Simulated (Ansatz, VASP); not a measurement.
## FeO in VASP and in Ansatz

```
Fe O
1.0
     0.00000    2.15540    2.15540
     2.15540    0.00000    2.15540
     2.15540    2.15540    0.00000
Fe O
1 1
Direct
  0.00000 0.00000 0.00000
  0.50000 0.50000 0.50000
```

Alike in both runs: task single point; functional PBE; k mesh 11 × 11 × 11; occupations gaussian, width 0.019 eV; collinear spin.

|  | VASP | Ansatz |
| --- | --- | --- |
| version | VASP 6.6.1 | Ansatz 0.2.0 |
| potentials or method | VASP PAW PBE potentials, release 64 (Fe, O), cutoff 520 eV | all-electron LAPW, scalar-relativistic |

Ansatz gave:

* gap on the k mesh at the Fermi level (eV): none
* pressure (GPa): -0.4
* net moment per atom (μB): 2.00
* size of the moment on the site where the two differ most (μB): 0.32

Which values does VASP return?

gap on the k mesh at the Fermi level (eV): none; pressure (GPa): -0.2; net moment per atom (μB): 2.00; size of the moment on the site where the two differ most (μB): 0.30.

Site moments also hang on the region over which each program counts them. A gap of «none» marks a metal or a gap that the smearing closes. Ansatz ran all-electron here, and VASP with PAW potentials.
